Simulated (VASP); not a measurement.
SnO2: single point with PBE

The system is SnO2.

```
Sn O
1.0
    -0.06756    2.46591    2.46591
     2.46591   -0.06756    2.46591
     2.46591    2.46591   -0.06756
Sn O
1 2
Direct
  0.00000 0.00000 0.00000
  0.25143 0.25143 0.25143
  0.74857 0.74857 0.74857
```

This cell differs from its parent crystal: strain along [111] -4.0%.

```json
{"Program": "VASP 6.6.1", "Task": "single point", "Functional": "PBE", "Potentials or basis": "VASP PAW PBE potentials, release 64 (Sn_d, O)", "Cutoff": "520 eV", "k mesh": "8 × 8 × 8", "Occupations": "fermi-dirac, width 0.02 eV", "Spin": "no spin polarisation", "Dipole correction": "no", "Further INCAR settings": "ALGO = Normal; EDIFF = 1e-07; NBANDS = 20"}
```

```
Pressure               : 20.7 GPa
Largest force          : 0.063 eV/Å
Band gap on the k mesh : 0.72 eV, indirect (least direct gap 2.12 eV)
```

Forces on the atoms (eV/Å):
```
Sn   0.000  0.000  0.000
O    0.036  0.036  0.036
O   -0.036 -0.036 -0.036
```

Stress tensor (GPa, compression positive):
```
20.75  1.09  1.09
 1.09 20.75  1.09
 1.09  1.09 20.75
```

Levels at points of the mesh, in eV from the valence-band top:
| k point | band 9 | band 10 | band 11 | band 12 | band 13 | band 14 | band 15 | band 16 | band 17 | band 18 |
| --- | --- | --- | --- | --- | --- | --- | --- | --- | --- | --- |
| (0.00, 0.00, 0.00) | -3.13 | -2.92 | -1.63 | -1.40 | -1.40 | 0.72 | 7.00 | 7.00 | 7.85 | 13.83 |
| (0.50, 0.00, 0.00) | -4.10 | -3.58 | -3.55 | -2.21 | -2.19 | 5.29 | 8.17 | 10.53 | 11.15 | 15.25 |
| (0.50, 0.50, 0.00) | -5.95 | -5.74 | -0.25 | -0.17 | -0.16 | 3.52 | 7.61 | 10.15 | 12.62 | 12.99 |
| (0.50, 0.50, 0.50) | -4.22 | -3.69 | -3.69 | -2.33 | -2.33 | 5.37 | 8.42 | 10.84 | 10.84 | 15.58 |

It took 73 s on 1 thread of AMD EPYC 7R13 (shared host), peak memory 0.15 GiB.

Caveat: the cell differs from its parent crystal (strain along [111] -4.0%); spin-orbit coupling is left out, which moves the levels of the heavy elements. A k mesh can miss the band edges.
